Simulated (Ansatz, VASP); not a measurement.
# Two plane-wave programs on MgO2

```
CELL_PARAMETERS angstrom
1.42423 0.82228 3.49398
-1.42423 0.82228 3.49398
0.00000 -1.64455 3.49398
ATOMIC_POSITIONS crystal
Mg 0.00000 0.00000 0.00000
O 0.42879 0.42879 0.42879
O 0.57121 0.57121 0.57121
```

Change from the starting cell: strain -0.1125 x Voigt [1, 1, 0, 0, 0, 0], atoms carried along.

Alike in both runs: task single point; functional r2SCAN; k mesh 12 × 12 × 12; occupations gaussian, width 0.05 eV; no spin polarisation.

|  | VASP | Ansatz |
| --- | --- | --- |
| version | VASP 6.6.1 | Ansatz 0.2.0 |
| potentials or method | VASP PAW PBE potentials, release 64 (Mg, O), cutoff 520 eV | scalar-relativistic, plane waves, PAW |
| valence electrons in the cell | 14 | 22 |

```csv
,VASP,Ansatz,Ansatz less VASP
gap on the k mesh at the Fermi level (eV),2.31,2.34,+0.028
least direct gap on the mesh (eV),2.31,2.34,+0.028
pressure (GPa),34.7,34.5,-0.16
"traceless stress, the component that is largest in VASP (GPa)",-29.10,-30.51,-1.404
rms of the force components (eV/Å),1.019,1.125,+0.1050
```

VASP's potentials were made for PBE, not for r2SCAN. Atom by atom the forces differ by 0.105 eV/Å (rms over components). Both programs put the cell under a high pressure, so it lies far from rest at this level. VASP's potentials hold 14 valence electrons a cell and Ansatz's 22, so a difference there can come from the potentials and not from the codes.
